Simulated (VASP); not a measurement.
Ga, 1 atom in the cell. Symmetry: Im-3m, No. 229, cubic system. Conventional cell: a = 3.129 Å, b = 3.129 Å, c = 3.129 Å, α = 90.00°, β = 90.00°, γ = 90.00°. Within 3.6 Å of Ga (site symmetry m-3m) lie 14 Ga at 2.71 to 3.13 Å. 

| Item | Value |
| --- | --- |
| Program | VASP 6.6.1 |
| Task | relaxation of cell and atoms |
| Functional | PBE |
| Potentials or basis | VASP PAW PBE potentials, release 64 (Ga_d) |
| Cutoff | 600 eV |
| k mesh | 17 × 17 × 17 |
| Occupations | fermi-dirac, width 0.08 eV |
| Spin | no spin polarisation |
| Target pressure | 19 GPa |
| Dipole correction | no |
| Further INCAR settings | ALGO = Normal; EDIFF = 1e-07; IBRION = 2; EDIFFG = -0.005; NSW = 60; ISIF = 3 |

Potentials or basis: VASP PAW PBE potentials, release 64 (Ga_d).

The run is started by

```console
$ cat potpaw_PBE.64/Ga_d/POTCAR > POTCAR
$ mpirun -np 1 vasp_std > vasp.out
```

Hardware: 1 thread of Intel Xeon 6975P-C, on a shared host.

Question: How long does it take, and how much memory?

Answer: Run time: 25 s on 1 thread of Intel Xeon 6975P-C, with other jobs on the host, peak memory 0.17 GiB. Counts: scf iterations 21, k points 165, ion steps 3.
